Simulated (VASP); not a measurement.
Crystal: Se2O.

```
CELL_PARAMETERS angstrom
1.80824 1.04399 5.46136
-1.80824 1.04399 5.46136
0.00000 -2.08798 5.46136
ATOMIC_POSITIONS crystal
Se 0.75000 0.75000 0.75000
Se 0.25000 0.25000 0.25000
O 0.00000 0.00000 0.00000
```

* Program: VASP 6.6.1
* Task: relaxation of cell and atoms
* Functional: PBE
* Potentials or basis: VASP PAW PBE potentials, release 64 (Se, O)
* Cutoff: 600 eV
* k mesh: 6 × 6 × 6
* Occupations: gaussian, width 0.1 eV
* Spin: no spin polarisation

At the start: pressure -8.5 GPa; volume 20.62 Å³/atom.

Q: Where does the relaxation end?

A: Over 18 steps the energy falls by 570.9 meV/atom and the volume is 16.40 Å³/atom (-20.5 %); space group R-3m (No. 166, to 0.05 Å).

The path:
```
step  energy change (eV)  largest force (eV/Å)  pressure (GPa)  volume (Å³)
   1              0.0000                0.8907           -8.50        61.86
   2             -0.4470                2.1340           -1.22        52.57
   3             -0.5028                2.7529            5.02        48.64
   4             -0.7616                2.8283            7.71        46.34
   5             -0.9353                0.8148           31.12        39.86
   6             -0.9869                2.7475           15.14        43.21
   7             -1.0396                2.2699           21.80        41.51
   8             -1.3211                0.5878           19.61        42.21
   9             -1.3684                0.6100           19.27        42.61
  10             -1.5770                0.1707           10.61        44.84
  11             -1.6907                0.2938            1.81        47.93
  12             -1.6940                0.3662            0.48        48.53
  13             -1.6941                0.3811            0.22        48.65
  14             -1.7014                0.2552            0.11        48.80
  15             -1.7106                0.0988           -0.10        49.23
  16             -1.7107                0.1127           -0.09        49.24
  17             -1.7116                0.0828           -0.08        49.23
  18             -1.7127                0.0022            0.00        49.20
```

Final structure:
```
CELL_PARAMETERS angstrom
1.71955 0.99278 4.80329
-1.71955 0.99278 4.80329
0.00000 -1.98557 4.80329
ATOMIC_POSITIONS crystal
Se 0.77392 0.77392 0.77392
Se 0.22608 0.22608 0.22608
O 0.00000 0.00000 0.00000
```

Caveat: the volume moved by over 15 % at a fixed basis, so the end points are rough.
